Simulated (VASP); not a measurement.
# Ta (Im-3m) in VASP: notebook

Aim: see how the results for Ta move with the level of theory and the settings. Levels: BLYP, PBE. Tasks: single point, relaxation of cell and atoms.

Everything below comes from runs of VASP 6.6.1. Logs are shortened: lines on timing, memory, paths and dates and some standing lists are left out, and cuts for length are marked.

### 1 The cell of the first run

The structure is cubic, space group Im-3m (No. 229). The conventional cell has a = 3.351 Å, b = 3.351 Å, c = 3.351 Å, α = 90.00°, β = 90.00°, γ = 90.00°. Within 3.8 Å of Ta (site symmetry m-3m) lie 14 Ta at 2.90 to 3.35 Å.

### 2 Single point, BLYP

INCAR reads:

```
PREC = Accurate
ENCUT = 520
EDIFF = 1E-6
ISMEAR = -1
SIGMA = 0.05
LREAL = False
LASPH = True
NELM = 80
ALGO = Fast
ISIF = 2
LWAVE = False
LCHARG = True
GGA = B5
ALDAX = 1.0
AGGAX = 1.0
AGGAC = 1.0
ALDAC = 0.0
LELF = True
LVHAR = True
NBANDS = 12
```

KPOINTS reads:

```
Automatic mesh
0
Gamma
  11 11 11
```

POSCAR reads:

```
Ta
1.0
   -1.6756686280      1.6756686280      1.6756686280
    1.6756686280     -1.6756686280      1.6756686280
    1.6756686280      1.6756686280     -1.6756686280
Ta
1
Direct
    0.0000000000      0.0000000000      0.0000000000
```

Potentials or basis: VASP PAW PBE potentials, release 64 (Ta_pv).

On the command line:

```bash
$ cat potpaw_PBE.64/Ta_pv/POTCAR > POTCAR
$ mpirun -np 1 vasp_std > vasp.out
```

OUTCAR:

```text
PREC = Accurate
   ENCUT = 520
   EDIFF = 1E-6
   ISMEAR = -1
   LREAL = False
   LASPH = True
   NELM = 80
   ISIF = 2
   GGA = B5

 ion  position               nearest neighbor table
   1  0.000  0.000  0.000-

  LATTYP: Found a body centered cubic cell.
 ALAT       =     3.3513372560

  Lattice vectors:

 A1 = (  -1.6756686280,   1.6756686280,   1.6756686280)
 A2 = (   1.6756686280,  -1.6756686280,   1.6756686280)
 A3 = (   1.6756686280,   1.6756686280,  -1.6756686280)

Analysis of symmetry for initial positions (statically):
=====================================================================
 Subroutine PRICEL returns:
 Original cell was already a primitive cell.

 Routine SETGRP: Setting up the symmetry group for a
 body centered cubic supercell.

 Subroutine GETGRP returns: Found 48 space group operations
 (whereof 48 operations were pure point group operations)
 out of a pool of 48 trial point group operations.

The static configuration has the point symmetry O_h .

Analysis of symmetry for dynamics (positions and initial velocities):
=====================================================================
 Subroutine PRICEL returns:
 Original cell was already a primitive cell.

 Routine SETGRP: Setting up the symmetry group for a
 body centered cubic supercell.

 Subroutine GETGRP returns: Found 48 space group operations
 (whereof 48 operations were pure point group operations)
 out of a pool of 48 trial point group operations.

The dynamic configuration has the point symmetry O_h .

 Subroutine INISYM returns: Found 48 space group operations
 (whereof 48 operations are pure point group operations),
 and found     1 'primitive' translations

----------------------------------------------------------------------------------------

                                     Primitive cell

  volume of cell :      18.8202

  direct lattice vectors                    reciprocal lattice vectors
    -1.675668628  1.675668628  1.675668628     0.000000000  0.298388352  0.298388352
     1.675668628 -1.675668628  1.675668628     0.298388352  0.000000000  0.298388352
     1.675668628  1.675668628 -1.675668628     0.298388352  0.298388352  0.000000000

  length of vectors
     2.902343200  2.902343200  2.902343200     0.421984854  0.421984854  0.421984854

  position of ions in fractional coordinates (direct lattice)
     0.000000000  0.000000000  0.000000000

  ion indices of the primitive-cell ions
   primitive index   ion index
                 1           1

----------------------------------------------------------------------------------------

 KPOINTS: Automatic mesh

Automatic generation of k-mesh.
 Grid dimensions read from file:
 generate k-points for:   11   11   11

 Generating k-lattice:

  Cartesian coordinates                     Fractional coordinates (reciprocal lattice)
     0.000000000  0.027126214  0.027126214     0.090909091  0.000000000  0.000000000
     0.027126214  0.000000000  0.027126214     0.000000000  0.090909091  0.000000000
     0.027126214  0.027126214  0.000000000     0.000000000  0.000000000  0.090909091

  Length of vectors
     0.038362259  0.038362259  0.038362259

  Shift w.r.t. Gamma in fractional coordinates (k-lattice)
     0.000000000  0.000000000  0.000000000

 Subroutine IBZKPT returns following result:
 ===========================================

 Found     56 irreducible k-points:

 Following reciprocal coordinates:
            Coordinates               Weight
  0.000000  0.000000  0.000000      1.000000
  0.090909  0.000000  0.000000     12.000000
  0.181818  0.000000  0.000000     12.000000
  0.272727  0.000000  0.000000     12.000000
  0.363636  0.000000  0.000000     12.000000
  0.454545  0.000000  0.000000     12.000000
[... 16 lines left out ...]
  0.272727  0.181818  0.090909     48.000000
  0.363636  0.181818  0.090909     24.000000
 [... further k-points ...]
   k-points           NKPTS =     56   k-points in BZ     NKDIM =     56   number of bands    NBANDS=     12
   number of dos      NEDOS =    301   number of ions     NIONS =      1
   total plane-waves  NPLWV =  13824
   dimension x,y,z NGX =    24 NGY =   24 NGZ =   24
   dimension x,y,z NGXF=    48 NGYF=   48 NGZF=   48
   ions per type =               1
   NGX,Y,Z   is equivalent  to a cutoff of  13.75, 13.75, 13.75 a.u.
   NGXF,Y,Z  is equivalent  to a cutoff of  27.49, 27.49, 27.49 a.u.
 SYSTEM =  unknown system
   PREC   = accura    normal or accurate (medium, high low for compatibility)
   ISTART =      0    job   : 0-new  1-cont  2-samecut
   ICHARG =      2    charge: 1-file 2-atom 10-const
   ISPIN  =      1    spin polarized calculation?
   LNONCOLLINEAR =      F non collinear calculations
   LSORBIT =      F    spin-orbit coupling
   LASPH  =      T    aspherical Exc in radial PAW
   ENCUT  =  520.0 eV  38.22 Ry    6.18 a.u.   5.40  5.40  5.40*2*pi/ulx,y,z
   NELM   =     80;   NELMIN=  2; NELMDL= -5     # of ELM steps
   EDIFF  = 0.1E-05   stopping-criterion for ELM
   LREAL  =      F    real-space projection
   EDIFFG = 0.1E-04   stopping-criterion for IOM
   NSW    =      0    number of steps for IOM
   IBRION =     -1    ionic relax: 0-MD 1-quasi-New 2-CG
   NFREE  =      0    steps in history (QN), initial steepest desc. (CG)
   ISIF   =      2    stress and relaxation
   ISYM   =      2    0-nonsym 1-usesym 2-fastsym
   POTIM  = 0.5000    time-step for ionic-motion
   TEBEG  =    0.0;   TEEND  =   0.0 temperature during run
   PSTRESS=    0.0 pullay stress
   NELECT =      11.0000    total number of electrons
   NUPDOWN=      -1.0000    fix difference up-down
   EMIN   =  10.00;   EMAX   =-10.00  energy-range for DOS
   EFERMI =   0.00;   METHOD = LEGACY
   ISMEAR =    -1;   SIGMA  =   0.05  broadening in eV -4-tet -1-fermi 0-gaus
   EFERMI_NEDOS =   21; number of points for ismear=-14 and -15
   IALGO  =     68    algorithm
   IMIX   =      4    mixing-type and parameters
     AMIX     =   0.40;   BMIX     =  1.00
     AMIX_MAG =   1.60;   BMIX_MAG =  1.00
  volume/ion in A,a.u.               =      18.82       127.01
  Fermi-wavevector in a.u.,A,eV,Ry     =   1.368771  2.586603 25.490993  1.873535
  Thomas-Fermi vector in A             =   2.494706
   LORBIT       =      0    0 simple, 1 ext, 2 COOP (PROOUT), +10 PAW based schemes
   GGA     = B5    functional components
   LHFCALC =     F    Hartree Fock is set to
   AEXX    =    0.0000 exact exchange contribution
   IVDW    =     0    specifies the selected vdW correction
   LEPSILON=     F    determine dielectric tensor
   LRPA    =     F    only Hartree local field effects (RPA)
 non-spin polarized calculation
 RMM-DIIS sequential band-by-band and
  energy-cutoff  :      520.00
  volume of cell :       18.82
 maximum number of plane-waves:       531
 NGX is ok and might be reduce to    24
   NGX = 11   NGY = 11   NGZ = 11

 number of electron      10.9999998 magnetization

 Free energy of the ion-electron system (eV)
  ---------------------------------------------------
  ext. energy  EPLUGINS =         0.00000000
  ---------------------------------------------------
  free energy    TOTEN  =       -10.30458851 eV

  energy without entropy =      -10.29565617  energy(sigma->0) =      -10.30012234

 E-fermi :   5.7049     XC(G=0): -11.7785

 val. band max:        5.6433758450   @ k =  -0.4545  -0.4545   0.0909
 cond. band min:       5.7750661376   @ k =   0.3636   0.1818   0.0909
 fundamental gap:      0.1316902926
 Fermi energy:         5.7048795814

 k-point     1 :       0.0000    0.0000    0.0000
  band No.  band energies     occupation
      1     -27.4146      2.00000
      2     -27.4146      2.00000
      3     -27.4146      2.00000
      4      -1.8910      2.00000
      5       6.3196      0.00001
      6       6.3196      0.00001
      7       6.3196      0.00001
      8       9.4511      0.00000
      9       9.4511      0.00000
     10      20.6747      0.00000
     11      20.6748      0.00000
     12      20.6748      0.00000

 k-point     2 :       0.0909    0.0000    0.0000
  band No.  band energies     occupation
      1     -27.5032      2.00000
      2     -27.4423      2.00000
      3     -27.4149      2.00000
      4      -1.5422      2.00000
      5       6.1059      0.00066
      6       6.2532      0.00003
      7       6.6606      0.00000
      8       9.1391      0.00000
      9       9.4559      0.00000
     10      20.9606      0.00000
     11      21.2798      0.00000
     12      21.4986      0.00000

 k-point     3 :       0.1818    0.0000    0.0000
  band No.  band energies     occupation
      1     -27.7348      2.00000
      2     -27.5159      2.00000
      3     -27.4159      2.00000
      4      -0.5942      2.00000
      5       5.5848      1.83384
      6       5.9325      0.02088
      7       7.6546      0.00000
      8       8.8010      0.00000
      9       9.5098      0.00000
     10      19.6399      0.00000
     11      21.2919      0.00000
     12      22.9159      0.00000

 k-point     4 :       0.2727    0.0000    0.0000
  band No.  band energies     occupation
      1     -28.0263      2.00000
      2     -27.6108      2.00000
      3     -27.4172      2.00000
      4       0.6002      2.00000
      5       4.9899      2.00000
      6       5.5777      1.85442
      7       8.9605      0.00000
      8       9.2039      0.00000
      9       9.6783      0.00000
     10      19.6290      0.00000
     11      20.3473      0.00000
     12      21.3170      0.00000

 k-point     5 :       0.3636    0.0000    0.0000
  band No.  band energies     occupation
      1     -28.2833      2.00000
      2     -27.6966      2.00000
      3     -27.4184      2.00000
      4       1.3773      2.00000
      5       4.5073      2.00000
      6       6.0104      0.00443
      7       9.2946      0.00000
      8       9.9563      0.00000
      9      11.0795      0.00000
     10      18.6874      0.00000
     11      18.7971      0.00000
     12      19.6813      0.00000
[... 228 lines left out ...]
      1     -27.5321      2.00000
      2     -27.4704      2.00000
      3     -27.4704      2.00000
      4      -1.2008      2.00000
      5       6.2562      0.00003
      6       6.2562      0.00003
      7       6.6498      0.00000
      8       8.4355      0.00000
      9       9.8113      0.00000
     10      21.7458      0.00000
     11      21.8564      0.00000
     12      21.8589      0.00000

 k-point    22 :       0.1818    0.1818    0.0909
  band No.  band energies     occupation
      1     -28.2183      2.00000
      2     -27.6786      2.00000
      3     -27.5513      2.00000
      4       2.3945      2.00000
      5       4.4428      2.00000
      6       4.5705      2.00000
      7       9.4905      0.00000
      8      10.0146      0.00000
      9      12.4760      0.00000
     10      18.2741      0.00000
     11      20.7706      0.00000
     12      20.8101      0.00000

 k-point    23 :       0.2727    0.1818    0.0909
  band No.  band energies     occupation
      1     -28.2662      2.00000
      2     -27.8167      2.00000
      3     -27.5761      2.00000
      4       2.9871      2.00000
      5       4.2511      2.00000
      6       5.1357      1.99998
      7       9.7268      0.00000
      8      10.2277      0.00000
      9      14.3717      0.00000
     10      15.5100      0.00000
     11      19.4054      0.00000
     12      20.4555      0.00000

 k-point    24 :       0.3636    0.1818    0.0909
  band No.  band energies     occupation
      1     -28.2684      2.00000
      2     -27.8862      2.00000
      3     -27.5829      2.00000
      4       3.0146      2.00000
      5       4.1906      2.00000
      6       5.7751      0.39445
      7       9.7997      0.00000
      8      10.3236      0.00000
      9      14.2594      0.00000
     10      15.3005      0.00000
     11      18.7909      0.00000
     12      20.3006      0.00000

 [... further k-points ...]
[... 5 lines left out ...]
  --------------------------------------------------------------------------------------
  -------------------------------------------------------------------------------------
  Total        0.1056967      0.1056967      0.1056967      0.0000000      0.0000000     -0.0000000
  in kB        8.9980324      8.9980324      8.9980324      0.0000000      0.0000000     -0.0000000
  external PRESSURE =       8.9980324 kB  Pullay stress =       0.0000000 kB

 VOLUME and BASIS-vectors are now :
 -----------------------------------------------------------------------------
  energy-cutoff  :      520.00
  volume of cell :       18.82
      direct lattice vectors                 reciprocal lattice vectors
    -1.675668628  1.675668628  1.675668628     0.000000000  0.298388352  0.298388352
     1.675668628 -1.675668628  1.675668628     0.298388352  0.000000000  0.298388352
     1.675668628  1.675668628 -1.675668628     0.298388352  0.298388352  0.000000000

 POSITION                                       TOTAL-FORCE (eV/Angst)
 -----------------------------------------------------------------------------------
      0.00000      0.00000      0.00000         0.000000      0.000000     -0.000000
 -----------------------------------------------------------------------------------
    total drift:                                0.000000      0.000000      0.000000

  FREE ENERGIE OF THE ION-ELECTRON SYSTEM (eV)
  ---------------------------------------------------
  free  energy   TOTEN  =       -10.3045885121 eV

  energy  without entropy=      -10.2956561725  energy(sigma->0) =      -10.30012234
```

Wall time 12 s (1 thread of Intel Xeon Platinum 8375C at 2.90GHz (Ice Lake), shared host); peak memory 0.14 GiB.

What came out:

| Item | Value |
| --- | --- |
| Free energy | -10.3046 eV |
| Pressure | 0.9 GPa |

Caveat: the PAW data sets were made with another functional, which shifts forces and pressure a little; spin-orbit coupling is left out, which moves the levels of the heavy elements.

### 3 Relaxation of cell and atoms, PBE

This run uses another cell than the first one, of 18.01 Å³/atom, 0.957 times its volume.

INCAR reads:

```
SYSTEM = Ta
ALGO = Fast ; EDIFF = 1E-6
EDIFFG = -0.01 ; ENCUT = 600
GGA = PE ; IBRION = 2
ISIF = 3 ; ISMEAR = -1
LASPH = .TRUE. ; LCHARG = .FALSE.
LREAL = .FALSE. ; LWAVE = .FALSE.
NELM = 80 ; NSW = 60
PREC = Accurate ; SIGMA = 0.05
```

KPOINTS reads:

```
k-points
0
G
  11 11 11
  0 0 0
```

POSCAR reads:

```
Ta
1.0
   -1.6512800000      1.6512800000      1.6512800000
    1.6512800000     -1.6512800000      1.6512800000
    1.6512800000      1.6512800000     -1.6512800000
Ta
1
Direct
    0.0000000000      0.0000000000      0.0000000000
```

Potentials or basis: VASP PAW PBE potentials, release 64 (Ta_pv).

On the command line:

```bash
$ cat potpaw_PBE.64/Ta_pv/POTCAR > POTCAR
$ mpirun -np 1 vasp_std > vasp.out
```

OUTCAR:

```text
SYSTEM = Ta
   EDIFF = 1E-6
   EDIFFG = -0.01
   ENCUT = 600
   GGA = PE
   IBRION = 2
   ISIF = 3
   ISMEAR = -1
   LASPH = .TRUE.
   LREAL = .FALSE.
   NELM = 80
   NSW = 60
   PREC = Accurate

 ion  position               nearest neighbor table
   1  0.000  0.000  0.000-

  LATTYP: Found a body centered cubic cell.
 ALAT       =     3.3025600000

  Lattice vectors:

 A1 = (  -1.6512800000,   1.6512800000,   1.6512800000)
 A2 = (   1.6512800000,  -1.6512800000,   1.6512800000)
 A3 = (   1.6512800000,   1.6512800000,  -1.6512800000)

Analysis of symmetry for initial positions (statically):
=====================================================================
 Subroutine PRICEL returns:
 Original cell was already a primitive cell.

[... 247 lines left out ...]

 E-fermi :   5.3690     XC(G=0): -12.5476

 val. band max:        5.3267630604   @ k =   0.1818   0.0000   0.0000
 cond. band min:       5.3762709124   @ k =   0.3636   0.1818   0.0909
 fundamental gap:      0.0495078520
 Fermi energy:         5.3689857888

 k-point     1 :       0.0000    0.0000    0.0000
  band No.  band energies     occupation
      1     -27.7463      2.00000
      2     -27.7463      2.00000
      3     -27.7463      2.00000
      4      -2.4876      2.00000
      5       6.1123      0.00000
      6       6.1123      0.00000
      7       6.1123      0.00000
      8       9.3368      0.00000
      9       9.3368      0.00000
[... 265 lines left out ...]
 k-point    24 :       0.3636    0.1818    0.0909
  band No.  band energies     occupation
      1     -28.6710      2.00000
      2     -28.2565      2.00000
      3     -27.9297      2.00000
      4       2.5834      2.00000
      5       3.8230      2.00000
      6       5.3763      0.92728
      7       9.7465      0.00000
      8      10.3092      0.00000
      9      14.3173      0.00000

 [... further k-points ...]
[... 5 lines left out ...]
  --------------------------------------------------------------------------------------
  -------------------------------------------------------------------------------------
  Total       -0.0005345     -0.0005345     -0.0005345      0.0000000     -0.0000000      0.0000000
  in kB       -0.0468978     -0.0468978     -0.0468978      0.0000000     -0.0000000      0.0000000
  external PRESSURE =      -0.0468978 kB  Pullay stress =       0.0000000 kB
[... 16 lines left out ...]
  FREE ENERGIE OF THE ION-ELECTRON SYSTEM (eV)
  ---------------------------------------------------
  free  energy   TOTEN  =       -11.8208641484 eV

  energy  without entropy=      -11.8117449777  energy(sigma->0) =      -11.81630456

 reached required accuracy - stopping structural energy minimisation
```

CONTCAR:

```text
Ta
   1.00000000000000
    -1.6588510993317573    1.6588510993317573    1.6588510993317573
     1.6588510993317573   -1.6588510993317573    1.6588510993317573
     1.6588510993317573    1.6588510993317573   -1.6588510993317573
  Ta
     1
Direct
     0.0000000000000000    0.0000000000000000    0.0000000000000000

  0.00000000E+00  0.00000000E+00  0.00000000E+00
```

It took 18 s on 1 thread of Intel Xeon Platinum 8375C at 2.90GHz (Ice Lake), shared host; peak memory 0.16 GiB.

Results:

- Free energy: -11.8209 eV
- Relaxed volume: 18.26 Å³/atom
- Relaxed cell: a = 2.873 Å, b = 2.873 Å, c = 2.873 Å, α = 109.47°, β = 109.47°, γ = 109.47°
- Space group after relaxing (to 0.05 Å): Im-3m (No. 229)
- Energy gained by relaxing: 2.1 meV/atom
- Ionic steps: 3
- Pressure after relaxing: 0.0 GPa

The path:
```
step  energy change (eV)  largest force (eV/Å)  pressure (GPa)  volume (Å³)
   1              0.0000                0.0000            2.72        18.01
   2              0.0080                0.0000           -5.59        18.82
   3             -0.0021                0.0000            0.00        18.26
```

Final structure:
```
Ta
1.0
    -1.65885    1.65885    1.65885
     1.65885   -1.65885    1.65885
     1.65885    1.65885   -1.65885
Ta
1
Direct
  0.00000 0.00000 0.00000
```

Levels at points of the mesh, in eV from the Fermi level:
```csv
k point,band 1,band 2,band 3,band 4,band 5,band 6,band 7,band 8,band 9
"(0.00, 0.00, 0.00)",-33.12,-33.12,-33.12,-7.86,0.74,0.74,0.74,3.97,3.97
```

Caveat: spin-orbit coupling is left out, which moves the levels of the heavy elements.

[end of part 1 of 2]
